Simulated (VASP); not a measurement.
A run of VASP 6.6.1:

INCAR

```
SYSTEM = KI
PREC     = Accurate       ! precision mode
ENCUT    = 520            ! plane-wave cutoff, eV
EDIFF    = 1E-6           ! SCF threshold, eV
ISMEAR   = 0              ! smearing method
SIGMA    = 0.05           ! smearing width, eV
LREAL    = .False.        ! projectors in reciprocal space
LASPH    = .True.         ! aspherical terms in the spheres
NELM     = 100            ! most SCF steps
ALGO     = Normal         ! electronic algorithm
ISIF     = 2              ! what is computed and relaxed
LWAVE    = .False.        ! write WAVECAR
LCHARG   = .False.        ! write CHGCAR
GGA      = PE             ! functional
NBANDS   = 15             ! bands
```

Contents of KPOINTS:

```
regular mesh
0
Gamma
  6 6 6
  0 0 0
```

Contents of POSCAR:

```
KI
1.0
    4.4121385567      0.0000000000      0.0000000000
    0.0000000000      4.4121385567      0.0000000000
    0.0000000000      0.0000000000      4.0591674722
K I
1 1
Direct
    0.0000000000      0.0000000000      0.0000000000
    0.5000000000      0.5000000000      0.5000000000
```

Potentials or basis: VASP PAW PBE potentials, release 64 (K_sv, I).

Launch:

```bash
$ cat potpaw_PBE.64/K_sv/POTCAR potpaw_PBE.64/I/POTCAR > POTCAR
$ mpirun -np 1 vasp_std > vasp.out
```

Hardware: 1 thread of Intel Xeon 8259CL (shared host).

Task: Estimate the wall time of this run.

Result: Run time: 45 s on 1 thread of Intel Xeon 8259CL, on a shared host, peak memory 0.21 GiB. Counts: scf iterations 12, k points 40.
